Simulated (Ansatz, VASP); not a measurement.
# One calculation of PbS, two programs

```
Pb S
1.0
     0.00000    2.89087    3.03912
     2.89087    0.00000    3.03912
     2.89087    2.89087    0.00000
Pb S
1 1
Direct
  0.00000 0.00000 0.00000
  0.50000 0.50000 0.50000
```

Change from the starting cell: strain -0.025 along x and y, +0.025 along z, atoms carried along.

Alike in both runs: task single point; functional PBE; dispersion D3(BJ); k mesh 10 × 10 × 10; occupations gaussian, width 0.03 eV; no spin polarisation.

|  | VASP | Ansatz |
| --- | --- | --- |
| version | VASP 6.6.1 | Ansatz 0.2.0 |
| potentials or method | VASP PAW PBE potentials, release 64 (Pb_d, S), cutoff 520 eV | scalar-relativistic, plane waves, PAW |
| valence electrons in the cell | 20 | 20 |

|  | VASP | Ansatz | Ansatz less VASP |
| --- | --- | --- | --- |
| gap on the k mesh at the Fermi level (eV) | 0.19 | 0.19 | -0.007 |
| least direct gap on the mesh (eV) | 0.19 | 0.19 | -0.007 |
| pressure (GPa) | 2.0 | 2.1 | +0.09 |
| traceless stress, the component that is largest in VASP (GPa) | -4.53 | -4.53 | +0.002 |

Neither program's run includes spin-orbit coupling.
